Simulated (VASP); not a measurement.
Write the native input for VASP 6.6.1 that does the following.

```
Task                   : single point
Functional             : PBE
Potentials or basis    : VASP PAW PBE potentials, release 64 (In_d, P)
Cutoff                 : 520 eV
k mesh                 : 6 × 6 × 6
Occupations            : gaussian, width 0.05 eV
Spin                   : no spin polarisation
Dipole correction      : no
Further INCAR settings : ALGO = Normal; EDIFF = 1e-06; NBANDS = 16
```

The structure of InP lies in POSCAR:

```
InP
1.0
    0.0000000000      2.9500366667      2.9305000000
    2.9500366667      0.0000000000      2.9305000000
    2.9500366667      2.9500366667      0.0000000000
In P
1 1
Direct
    0.0000000000      0.0000000000      0.0000000000
    0.2500000000      0.2500000000      0.2500000000
```

One way to write it, as run:

INCAR

```
PREC     = Accurate       # precision mode
ENCUT    = 520            # plane-wave cutoff, eV
EDIFF    = 1E-6           # SCF threshold, eV
ISMEAR   = 0              # smearing method
SIGMA    = 0.05           # smearing width, eV
LREAL    = False          # projectors in reciprocal space
LASPH    = True           # aspherical terms in the spheres
NELM     = 100            # most SCF steps
ALGO     = Normal         # electronic algorithm
ISIF     = 2              # what is computed and relaxed
LWAVE    = False          # write WAVECAR
LCHARG   = False          # write CHGCAR
GGA      = PE             # functional
NBANDS   = 16             # bands
```

KPOINTS

```
Automatic mesh
0
Gamma
  6 6 6
```

Potentials or basis: VASP PAW PBE potentials, release 64 (In_d, P).

Run with:

```bash
$ cat potpaw_PBE.64/In_d/POTCAR potpaw_PBE.64/P/POTCAR > POTCAR
$ mpirun -np 1 vasp_std > vasp.out
```

It gave:

```
Pressure               : 2.3 GPa
Band gap on the k mesh : 0.62 eV, direct
```

Caveat: spin-orbit coupling is left out, which moves the levels of the heavy elements.

Wall time 8.4 s on 1 thread of Intel(R) Xeon(R) 6975P-C (Granite Rapids), on a shared host, peak memory 0.18 GiB.
